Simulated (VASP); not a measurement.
**GaPbF6: single point with PBE**

Crystal: GaPbF6.

```
F Ga Pb
1.0
    -0.00095    4.21343    4.13161
     4.07474   -0.06251    4.19318
     4.12765    4.32791   -0.11543
F Ga Pb
6 1 1
Direct
  0.70555 0.29324 0.29641
  0.26451 0.70495 0.29006
  0.27999 0.72022 0.71661
  0.72830 0.27678 0.69524
  0.25889 0.30237 0.70858
  0.72137 0.70532 0.26919
  0.50335 0.51231 0.49897
  0.00321 0.99396 0.00886
```

| Quantity | Value |
| --- | --- |
| Program | VASP 6.6.1 |
| Task | single point |
| Functional | PBE |
| Potentials or basis | VASP PAW PBE potentials, release 64 (F, Ga_d, Pb_d) |
| Cutoff | 520 eV |
| k mesh | 3 × 3 × 3 |
| Occupations | gaussian, width 0.1 eV |
| Spin | no spin polarisation |

```yaml
Pressure: 5.2 GPa
Largest_force: 4.678 eV/Å
```

Forces in eV/Å, atoms in the order of the input:
```
F   -4.658 -0.212 -0.374
F    0.121 -1.630  0.157
F    3.250  0.009  0.059
F    0.273  2.672 -0.141
F    0.034  0.184 -1.769
F    0.189 -0.219  3.941
Ga   0.490 -0.573 -2.203
Pb   0.301 -0.231  0.329
```

Stress tensor (GPa, compression positive):
```
10.76 -0.07  0.15
-0.07  0.65  0.29
 0.15  0.29  4.22
```

Levels at points of the mesh, in eV from the Fermi level:
```tsv
k point	band 32	band 33	band 34	band 35	band 36	band 37	band 38	band 39
(0.00, 0.00, 0.00)	-1.23	-0.80	-0.74	-0.65	6.47	6.93	6.95	7.77
```

Run time: 3 min on 1 thread of AMD EPYC 7R43 64-Core Processor (Zen 3), on a shared host, peak memory 0.32 GiB.

Caveat: the k points lie up to 0.44 Å⁻¹ apart; spin-orbit coupling is left out, which moves the levels of the heavy elements; an odd number of electrons without spin polarisation forces a metal; a magnetic or distorted state may lie lower.
